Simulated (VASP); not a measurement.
# Na (P-1) in VASP: single point with PBEsol

Aim: the single point of Na with PBEsol.

Everything below comes from runs of VASP 6.6.1. Logs are shortened: lines on timing, memory, paths and dates and some standing lists are left out, and cuts for length are marked.

## Step 1: The cell of the first run

The typed cell holds 2 atoms: a = 3.767 Å, b = 3.800 Å, c = 6.155 Å, α = 90.41°, β = 91.14°, γ = 120.85°.

## Step 2: Single point, PBEsol (equal xy, yz and zx shear strains of -2 %)

Contents of INCAR:

```
SYSTEM = Na
  PREC = Accurate
  ENCUT = 520
  EDIFF = 1E-6
  ISMEAR = -1
  SIGMA = 0.05
  LREAL = .False.
  LASPH = .True.
  NELM = 100
  ALGO = Normal
  ISIF = 2
  LWAVE = .False.
  LCHARG = .False.
  GGA = PS
  NBANDS = 14
```

Contents of KPOINTS:

```
regular mesh
0
Gamma
  13 13 7
  0 0 0
```

Contents of POSCAR:

```
Na
1.0
    3.7670009976     -0.0376700100     -0.0376700100
   -1.9161236844      3.2811535650     -0.0137881806
   -0.0615400000     -0.0615400000      6.1540000000
Na
2
Direct
    0.3333333333      0.6666666667      0.2500000000
    0.6666666667      0.3333333333      0.7500000000
```

Potentials or basis: VASP PAW PBE potentials, release 64 (Na_pv).

Command:

```bash
cat potpaw_PBE.64/Na_pv/POTCAR > POTCAR
mpirun -np 1 vasp_std > vasp.out
```

OUTCAR:

```text
SYSTEM = Na
   PREC = Accurate
   ENCUT = 520
   EDIFF = 1E-6
   ISMEAR = -1
   LREAL = .False.
   LASPH = .True.
   NELM = 100
   ISIF = 2
   GGA = PS

 ion  position               nearest neighbor table
   1  0.333  0.667  0.250-
   2  0.667  0.333  0.750-

  LATTYP: Found a triclinic cell.
 ALAT       =     3.7347798256
 B/A-ratio  =     1.0087281861
 C/A-ratio  =     1.6479191965
 COS(alpha) =     0.0198960208
 COS(beta)  =     0.0274156886
 COS(gamma) =     0.4869832429

  Lattice vectors:

 A1 = (   1.8508773132,   3.2434835550,  -0.0514581906)
 A2 = (   3.7670009976,  -0.0376700100,  -0.0376700100)
 A3 = (   0.0615400000,   0.0615400000,  -6.1540000000)

Analysis of symmetry for initial positions (statically):
=====================================================================
 Subroutine PRICEL returns:
 Original cell was already a primitive cell.

 Routine SETGRP: Setting up the symmetry group for a
 triclinic supercell.

 Subroutine GETGRP returns: Found  2 space group operations
 (whereof  2 operations were pure point group operations)
 out of a pool of  2 trial point group operations.

The static configuration has the point symmetry S_2 .

Analysis of symmetry for dynamics (positions and initial velocities):
=====================================================================
 Subroutine PRICEL returns:
 Original cell was already a primitive cell.

 Routine SETGRP: Setting up the symmetry group for a
 triclinic supercell.

 Subroutine GETGRP returns: Found  2 space group operations
 (whereof  2 operations were pure point group operations)
 out of a pool of  2 trial point group operations.

The dynamic configuration has the point symmetry S_2 .

 Subroutine INISYM returns: Found  2 space group operations
 (whereof  2 operations are pure point group operations),
 and found     1 'primitive' translations

----------------------------------------------------------------------------------------

                                     Primitive cell

  volume of cell :      75.6046

  direct lattice vectors                    reciprocal lattice vectors
     3.767000998 -0.037670010 -0.037670010     0.267065249  0.155978185  0.004230434
    -1.916123684  3.281153565 -0.013788181     0.003096893  0.306592395  0.003096893
    -0.061540000 -0.061540000  6.154000000     0.001641705  0.001641705  0.162528772

  length of vectors
     3.767377679  3.799695883  6.154615369     0.309307191  0.306623675  0.162545354

  position of ions in fractional coordinates (direct lattice)
     0.333333333  0.666666667  0.250000000
     0.666666667  0.333333333  0.750000000

  ion indices of the primitive-cell ions
   primitive index   ion index
                 1           1
                 2           2

----------------------------------------------------------------------------------------

 KPOINTS: regular mesh

Automatic generation of k-mesh.
 Grid dimensions read from file:
 generate k-points for:   13   13    7

 Generating k-lattice:

  Cartesian coordinates                     Fractional coordinates (reciprocal lattice)
     0.020543481  0.011998322  0.000325418     0.076923077  0.000000000  0.000000000
     0.000238223  0.023584030  0.000238223     0.000000000  0.076923077  0.000000000
     0.000234529  0.000234529  0.023218396     0.000000000 -0.000000000  0.142857143

  Length of vectors
     0.023792861  0.023586437  0.023220765

  Shift w.r.t. Gamma in fractional coordinates (k-lattice)
     0.000000000  0.000000000  0.000000000

 Subroutine IBZKPT returns following result:
 ===========================================

 Found    592 irreducible k-points:

 Following reciprocal coordinates:
            Coordinates               Weight
  0.000000  0.000000  0.000000      1.000000
  0.076923 -0.000000 -0.000000      2.000000
  0.153846 -0.000000  0.000000      2.000000
  0.230769 -0.000000  0.000000      2.000000
  0.307692 -0.000000  0.000000      2.000000
  0.384615 -0.000000 -0.000000      2.000000
[... 16 lines left out ...]
  0.153846  0.153846  0.000000      2.000000
  0.230769  0.153846 -0.000000      2.000000
 [... further k-points ...]
   k-points           NKPTS =    592   k-points in BZ     NKDIM =    592   number of bands    NBANDS=     14
   number of dos      NEDOS =    301   number of ions     NIONS =      2
   total plane-waves  NPLWV =  37632
   dimension x,y,z NGX =    28 NGY =   28 NGZ =   48
   dimension x,y,z NGXF=    56 NGYF=   56 NGZF=   96
   ions per type =               2
   NGX,Y,Z   is equivalent  to a cutoff of  12.36, 12.25, 12.97 a.u.
   NGXF,Y,Z  is equivalent  to a cutoff of  24.71, 24.50, 25.93 a.u.
 SYSTEM =  Na
   PREC   = accura    normal or accurate (medium, high low for compatibility)
   ISTART =      0    job   : 0-new  1-cont  2-samecut
   ICHARG =      2    charge: 1-file 2-atom 10-const
   ISPIN  =      1    spin polarized calculation?
   LNONCOLLINEAR =      F non collinear calculations
   LSORBIT =      F    spin-orbit coupling
   LASPH  =      T    aspherical Exc in radial PAW
   ENCUT  =  520.0 eV  38.22 Ry    6.18 a.u.   7.00  7.06 11.44*2*pi/ulx,y,z
   NELM   =    100;   NELMIN=  2; NELMDL= -5     # of ELM steps
   EDIFF  = 0.1E-05   stopping-criterion for ELM
   LREAL  =      F    real-space projection
   EDIFFG = 0.1E-04   stopping-criterion for IOM
   NSW    =      0    number of steps for IOM
   IBRION =     -1    ionic relax: 0-MD 1-quasi-New 2-CG
   NFREE  =      0    steps in history (QN), initial steepest desc. (CG)
   ISIF   =      2    stress and relaxation
   ISYM   =      2    0-nonsym 1-usesym 2-fastsym
   POTIM  = 0.5000    time-step for ionic-motion
   TEBEG  =    0.0;   TEEND  =   0.0 temperature during run
   PSTRESS=    0.0 pullay stress
   NELECT =      14.0000    total number of electrons
   NUPDOWN=      -1.0000    fix difference up-down
   EMIN   =  10.00;   EMAX   =-10.00  energy-range for DOS
   EFERMI =   0.00;   METHOD = LEGACY
   ISMEAR =    -1;   SIGMA  =   0.05  broadening in eV -4-tet -1-fermi 0-gaus
   EFERMI_NEDOS =   21; number of points for ismear=-14 and -15
   IALGO  =     38    algorithm
   IMIX   =      4    mixing-type and parameters
     AMIX     =   0.40;   BMIX     =  1.00
     AMIX_MAG =   1.60;   BMIX_MAG =  1.00
  volume/ion in A,a.u.               =      37.80       255.10
  Fermi-wavevector in a.u.,A,eV,Ry     =   0.933114  1.763330 11.846616  0.870702
  Thomas-Fermi vector in A             =   2.059782
   LORBIT       =      0    0 simple, 1 ext, 2 COOP (PROOUT), +10 PAW based schemes
   GGA     = PS    functional components
   LHFCALC =     F    Hartree Fock is set to
   AEXX    =    0.0000 exact exchange contribution
   IVDW    =     0    specifies the selected vdW correction
   LEPSILON=     F    determine dielectric tensor
   LRPA    =     F    only Hartree local field effects (RPA)
 non-spin polarized calculation
  energy-cutoff  :      520.00
  volume of cell :       75.60
 maximum number of plane-waves:      2053
   NGX = 13   NGY = 15   NGZ = 23

 number of electron      14.0000008 magnetization

 Free energy of the ion-electron system (eV)
  ---------------------------------------------------
  ext. energy  EPLUGINS =         0.00000000
  ---------------------------------------------------
  free energy    TOTEN  =        -2.79858059 eV

  energy without entropy =       -2.79013670  energy(sigma->0) =       -2.79435864

 E-fermi :   0.2453     XC(G=0):  -6.4494

 val. band max:        0.2421385567   @ k =  -0.2308  -0.0769   0.2857
 cond. band min:       0.2466599459   @ k =   0.1538   0.4615  -0.0000
 fundamental gap:      0.0045213892
 Fermi energy:         0.2452776678

 k-point     1 :       0.0000    0.0000    0.0000
  band No.  band energies     occupation
      1     -24.5798      2.00000
      2     -24.5517      2.00000
      3     -24.5514      2.00000
      4     -24.5472      2.00000
      5     -24.5468      2.00000
      6     -24.5465      2.00000
      7      -2.9871      2.00000
      8       0.7932      0.00003
      9       1.1992      0.00000
     10       9.9625      0.00000
     11      10.2794      0.00000
     12      10.2852      0.00000
     13      10.5326      0.00000
     14      10.7374      0.00000

 k-point     2 :       0.0769   -0.0000   -0.0000
  band No.  band energies     occupation
      1     -24.5791      2.00000
      2     -24.5532      2.00000
      3     -24.5519      2.00000
      4     -24.5487      2.00000
      5     -24.5471      2.00000
      6     -24.5468      2.00000
      7      -2.8991      2.00000
      8       0.8692      0.00001
      9       1.2872      0.00000
     10       8.7897      0.00000
     11       9.2777      0.00000
     12       9.8208      0.00000
     13      11.1219      0.00000
     14      11.3808      0.00000

 k-point     3 :       0.1538   -0.0000    0.0000
  band No.  band energies     occupation
      1     -24.5773      2.00000
      2     -24.5573      2.00000
      3     -24.5533      2.00000
      4     -24.5528      2.00000
      5     -24.5479      2.00000
      6     -24.5475      2.00000
      7      -2.6361      2.00000
      8       1.0981      0.00000
      9       1.5475      0.00000
     10       7.0478      0.00000
     11       8.5567      0.00000
     12       8.9135      0.00000
     13      10.3231      0.00000
     14      11.2716      0.00000
[... 324 lines left out ...]
 k-point    23 :       0.1538    0.1538    0.0000
  band No.  band energies     occupation
      1     -24.5729      2.00000
      2     -24.5645      2.00000
      3     -24.5633      2.00000
      4     -24.5548      2.00000
      5     -24.5504      2.00000
      6     -24.5495      2.00000
      7      -1.9411      2.00000
      8       1.7126      0.00000
      9       2.2088      0.00000
     10       5.3070      0.00000
     11       5.7828      0.00000
     12       8.6859      0.00000
     13       8.9013      0.00000
     14       9.3907      0.00000

 k-point    24 :       0.2308    0.1538   -0.0000
  band No.  band energies     occupation
      1     -24.5704      2.00000
      2     -24.5688      2.00000
      3     -24.5675      2.00000
      4     -24.5573      2.00000
      5     -24.5524      2.00000
      6     -24.5513      2.00000
      7      -1.3376      2.00000
      8       2.2521      0.00000
      9       2.7121      0.00000
     10       4.1098      0.00000
     11       5.0572      0.00000
     12       7.3622      0.00000
     13       8.2047      0.00000
     14       8.3617      0.00000

 [... further k-points ...]
[... 5 lines left out ...]
  --------------------------------------------------------------------------------------
  -------------------------------------------------------------------------------------
  Total       -0.1353532     -0.1357261     -0.0837130      0.0322691      0.0352649      0.0349812
  in kB       -2.8683405     -2.8762430     -1.7740070      0.6838319      0.7473167      0.7413054
  external PRESSURE =      -2.5061968 kB  Pullay stress =       0.0000000 kB

 VOLUME and BASIS-vectors are now :
 -----------------------------------------------------------------------------
  energy-cutoff  :      520.00
  volume of cell :       75.60
      direct lattice vectors                 reciprocal lattice vectors
     3.767000998 -0.037670010 -0.037670010     0.267065249  0.155978185  0.004230434
    -1.916123684  3.281153565 -0.013788181     0.003096893  0.306592395  0.003096893
    -0.061540000 -0.061540000  6.154000000     0.001641705  0.001641705  0.162528772

 POSITION                                       TOTAL-FORCE (eV/Angst)
 -----------------------------------------------------------------------------------
     -0.03713      2.15949      1.51675         0.008098      0.000193      0.000818
      1.82647      1.02245      4.58579        -0.008098     -0.000193     -0.000818
 -----------------------------------------------------------------------------------
    total drift:                                0.000000     -0.000000      0.000000

  FREE ENERGIE OF THE ION-ELECTRON SYSTEM (eV)
  ---------------------------------------------------
  free  energy   TOTEN  =        -2.7985805873 eV

  energy  without entropy=       -2.7901367022  energy(sigma->0) =       -2.79435864
```

Wall time 7.2 min (1 thread of Intel Xeon 8259CL, shared host); peak memory 0.53 GiB.

What came out:

```
Free energy            : -2.7986 eV
Pressure               : -0.3 GPa
Largest force          : 0.008 eV/Å
Band gap on the k mesh : zero (bands 7 and 8 overlap by 3.48 eV)
```

Forces in eV/Å, atoms in the order of the input:
```
Na   0.008  0.000  0.001
Na  -0.008  0.000 -0.001
```

Caveat: the cell differs from its parent crystal (equal xy, yz and zx shear strains of -2 %); the PAW data sets were made with another functional, which shifts forces and pressure a little.
